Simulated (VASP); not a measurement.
ZrHg:

```
CELL_PARAMETERS angstrom
3.15653 0.00000 0.00000
0.00000 3.15653 0.00000
0.00000 0.00000 4.30939
ATOMIC_POSITIONS crystal
Zr 0.50000 0.50000 0.50000
Hg 0.00000 0.00000 0.00000
```

- Program: VASP 6.6.1
- Task: relaxation of cell and atoms
- Functional: LDA
- Potentials or basis: VASP PAW LDA potentials, release 64 (Zr_sv, Hg_sv_GW)
- Cutoff: 500 eV
- k mesh: 14 × 14 × 10
- Occupations: gaussian, width 0.1 eV
- Spin: no spin polarisation

At the start: pressure -8.4 GPa; volume 21.47 Å³/atom.

Task: How do energy, volume and symmetry change on relaxing?

Result: Over 9 steps the energy falls by 43.3 meV/atom and the volume is 19.91 Å³/atom (-7.3 %); space group P4/mmm (No. 123, to 0.1 Å) before and after.

Step by step:
| step | energy change (eV) | largest force (eV/Å) | pressure (GPa) | volume (Å³) |
| --- | --- | --- | --- | --- |
| 1 | 0.0000 | 0.0000 | -8.35 | 42.94 |
| 2 | 0.0632 | 0.0000 | 14.82 | 36.35 |
| 3 | -0.0861 | 0.0000 | -0.20 | 39.91 |
| 4 | -0.0862 | 0.0000 | -0.02 | 39.85 |
| 5 | -0.0861 | 0.0000 | 0.18 | 39.79 |
| 6 | -0.0865 | 0.0000 | -0.23 | 39.91 |
| 7 | -0.0865 | 0.0000 | -0.32 | 39.93 |
| 8 | -0.0866 | 0.0000 | -0.12 | 39.86 |
| 9 | -0.0866 | 0.0000 | -0.01 | 39.82 |

Final structure:
```
Zr Hg
1.0
     3.06858    0.00000    0.00000
     0.00000    3.06858    0.00000
     0.00000    0.00000    4.22864
Zr Hg
1 1
Direct
  0.50000 0.50000 0.50000
  0.00000 0.00000 0.00000
```
